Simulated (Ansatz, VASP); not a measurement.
**One calculation of InSb, two programs**

Contents of INCAR:

```
SYSTEM = InSb
ALGO     = Normal         ! electronic algorithm
EDIFF    = 1E-7           ! SCF threshold, eV
ENCUT    = 520            ! plane-wave cutoff, eV
GGA      = PS             ! functional
ISIF     = 2              ! what is computed and relaxed
ISMEAR   = 0              ! smearing method
LASPH    = .True.         ! aspherical terms in the spheres
LCHARG   = .True.         ! write CHGCAR
LELF     = .True.         ! ELF
LREAL    = .False.        ! projectors in reciprocal space
LVHAR    = .True.       
LWAVE    = .False.        ! write WAVECAR
NBANDS   = 16             ! bands
NELM     = 100            ! most SCF steps
PREC     = Accurate       ! precision mode
SIGMA    = 0.15           ! smearing width, eV
```

File KPOINTS:

```
k-points
0
Gamma
  12 12 12
  0 0 0
```

POSCAR

```
InSb
1.0
    0.0000000000      3.2391000000      3.1743180000
    3.2391000000      0.0000000000      3.1743180000
    3.2391000000      3.2391000000      0.0000000000
In Sb
1 1
Direct
    0.0000000000      0.0000000000      0.0000000000
    0.7500000000      0.7500000000      0.7500000000
```

Input for Ansatz:

```yaml
crystal:
  lattice:
    - [0.0, 3.2391, 3.174318]
    - [3.2391, 0.0, 3.174318]
    - [3.2391, 3.2391, 0.0]
  atoms:
    - { symbol: In, position: [0.0, 0.0, 0.0] }
    - { symbol: Sb, position: [0.75, 0.75, 0.75] }
basis:
  ecutwfc: 420
kpoints:
  mp_grid: { grid: [12, 12, 12] }
hamiltonian:
  xc: pbesol
scf:
  occupations: { method: gaussian, width: 0.15 }
output:
  forces: true
  stress: true
  eigenvalues: true
```

Change from the starting cell: strain -0.0200 x Voigt [0, 0, 1, 0, 0, 0], atoms carried along.

Alike in both runs: task single point; functional PBEsol; k mesh 12 × 12 × 12; occupations gaussian, width 0.15 eV; no spin polarisation.

|  | VASP | Ansatz |
| --- | --- | --- |
| version | VASP 6.6.1 | Ansatz 0.2.0 |
| potentials or method | VASP PAW PBE potentials, release 64 (In_d, Sb), cutoff 520 eV | scalar-relativistic, plane waves, PAW |
| valence electrons in the cell | 18 | 28 |

```tsv
	VASP	Ansatz	Ansatz less VASP
pressure (GPa)	1.8	1.8	-0.02
traceless stress, the component that is largest in VASP (GPa)	0.35	0.35	-0.001
```

VASP's potentials were made for PBE, not for PBEsol. VASP's potentials hold 18 valence electrons a cell and Ansatz's 28, so a difference there can come from the potentials and not from the codes.

Neither program's run includes spin-orbit coupling.
